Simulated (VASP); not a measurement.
A run of VASP 6.6.1 is set up as follows.

INCAR

```
SYSTEM = Te3O
PREC = Accurate
ENCUT = 600
EDIFF = 1E-6
ISMEAR = 0
SIGMA = 0.2
LREAL = .False.
LASPH = .True.
NELM = 60
ALGO = Normal
ISIF = 3
LWAVE = .False.
LCHARG = .False.
GGA = PE
IBRION = 2
NSW = 36
EDIFFG = -0.08
```

Contents of KPOINTS:

```
regular mesh
0
Gamma
  3 3 3
  0 0 0
```

File POSCAR:

```
Te3O
1.0
    0.0000000000      5.0865567900      5.0865567900
    5.0865567900      0.0000000000      5.0865567900
    5.0865567900      5.0865567900      0.0000000000
Te O
6 2
Direct
    0.2838331800      0.7161668200      0.7161668200
    0.7161668200      0.2838331800      0.2838331800
    0.7161668200      0.2838331800      0.7161668200
    0.2838331800      0.7161668200      0.2838331800
    0.7161668200      0.7161668200      0.2838331800
    0.2838331800      0.2838331800      0.7161668200
    0.5000000000      0.5000000000      0.5000000000
    0.0000000000      0.0000000000      0.0000000000
```

Potentials or basis: VASP PAW PBE potentials, release 64 (Te, O).

Command:

```console
$ cat potpaw_PBE.64/Te/POTCAR potpaw_PBE.64/O/POTCAR > POTCAR
$ mpirun -np 1 vasp_std > vasp.out
```

(1) What does it give for the band gap on the k mesh?

(2) What does it give for the relaxed cell?

## Answers

(1) zero (band 24 reaches 5.36 eV, above the bottom of band 25 at 5.09 eV).

(2) a = 6.836 Å, b = 6.836 Å, c = 6.836 Å, α = 60.00°, β = 60.00°, γ = 60.00°.

Caveat: spin-orbit coupling is left out, which moves the levels of the heavy elements.
